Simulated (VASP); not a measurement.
Wanted: the native input for a VASP 6.6.1 run.

```yaml
Task: single point
Functional: PBE
Potentials_or_basis: VASP PAW PBE potentials, release 64 (Hf_pv, O)
Cutoff: 520 eV
k_mesh: 5 × 5 × 5
Occupations: fermi-dirac, width 0.05 eV
Spin: no spin polarisation
Hubbard_terms: Hf d U = 1.0 eV
Dipole_correction: no
Further_INCAR_settings: ALGO = Normal; EDIFF = 1e-06; NBANDS = 56
```

The structure of HfO2 lies in POSCAR:

```
HfO2
1.0
    5.1755291252      0.0000000000     -0.0120695788
    0.0000000000      5.2169957272      0.0000000000
   -0.8806105617      0.0000000000      5.2897296571
Hf O
4 8
Direct
    0.2751816059      0.4581118391      0.7079120086
    0.7248183941      0.9581118391      0.7920879914
    0.7248183941      0.5418881609      0.2920879914
    0.2751816059      0.0418881609      0.2079120086
    0.0670712758      0.1725539799      0.8499160019
    0.9329287242      0.6725539799      0.6500839981
    0.9329287242      0.8274460201      0.1500839981
    0.0670712758      0.3274460201      0.3499160019
    0.4496707440      0.7430806341      0.9768163974
    0.5503292560      0.2430806341      0.5231836026
    0.5503292560      0.2569193659      0.0231836026
    0.4496707440      0.7569193659      0.4768163974
```

These files were run (other wordings do the same):

INCAR

```
SYSTEM = HfO2
PREC = Accurate ; ENCUT = 520
EDIFF = 1E-6 ; ISMEAR = -1
SIGMA = 0.05 ; LREAL = .FALSE.
LASPH = .TRUE. ; NELM = 150
ALGO = Normal ; ISIF = 2
LWAVE = .FALSE. ; LCHARG = .FALSE.
LMAXMIX = 4 ; LDAU = .TRUE.
LDAUTYPE = 2 ; LDAUL = 2 -1
LDAUU = 1 0 ; LDAUJ = 0 0
LDAUPRINT = 1 ; GGA = PE
NBANDS = 56
```

KPOINTS

```
Automatic mesh
0
G
  5 5 5
  0 0 0
```

Potentials or basis: VASP PAW PBE potentials, release 64 (Hf_pv, O).

Command:

```bash
$ cat potpaw_PBE.64/Hf_pv/POTCAR potpaw_PBE.64/O/POTCAR > POTCAR
$ mpirun -np 1 vasp_std > vasp.out
```

Results of the run:

* Pressure: -1.6 GPa
* Largest force: 0.067 eV/Å
* Band gap on the k mesh: 4.20 eV (least direct gap 4.27 eV)

Caveat: spin-orbit coupling is left out, which moves the levels of the heavy elements.

Wall time 8.4 min on 1 thread of Intel Xeon 8259CL (shared host), peak memory 0.38 GiB.
